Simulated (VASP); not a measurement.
A run of VASP 6.6.1:

INCAR

```
SYSTEM = BN
  PREC = Accurate
  ENCUT = 520
  EDIFF = 1E-8
  ISMEAR = 0
  SIGMA = 0.05
  LREAL = .False.
  LASPH = .True.
  NELM = 100
  ALGO = Normal
  ISIF = 2
  LWAVE = .False.
  LCHARG = .False.
  GGA = PE
  IVDW = 12
  LEFG = .True.
  NBANDS = 16
```

File KPOINTS:

```
Automatic mesh
0
Gamma
  12 12 4
  0 0 0
```

The input POSCAR:

```
BN
1.0
    2.4982400000      0.0000000000      0.0000000000
   -1.2491200000      2.1635393048      0.0000000000
    0.0000000000      0.0000000000      6.6357000000
B N
2 2
Direct
    0.3333333333      0.6666666667      0.2500000000
    0.6666666667      0.3333333333      0.7500000000
    0.3333333333      0.6666666667      0.7500000000
    0.6666666667      0.3333333333      0.2500000000
```

Potentials or basis: VASP PAW PBE potentials, release 64 (B, N).

The run is started by

```bash
$ cat potpaw_PBE.64/B/POTCAR potpaw_PBE.64/N/POTCAR > POTCAR
$ mpirun -np 1 vasp_std > vasp.out
```

Hardware: 1 thread of Intel(R) Xeon(R) Platinum 8259CL CPU @ 2.50GHz (Skylake/Cascade Lake), on a shared host.

Problem. How long does it take, and how much memory?

Solution. Run time: 30 s on 1 thread of Intel(R) Xeon(R) Platinum 8259CL CPU @ 2.50GHz (Skylake/Cascade Lake) (shared host), peak memory 0.17 GiB. Counts: scf iterations 15, k points 57.
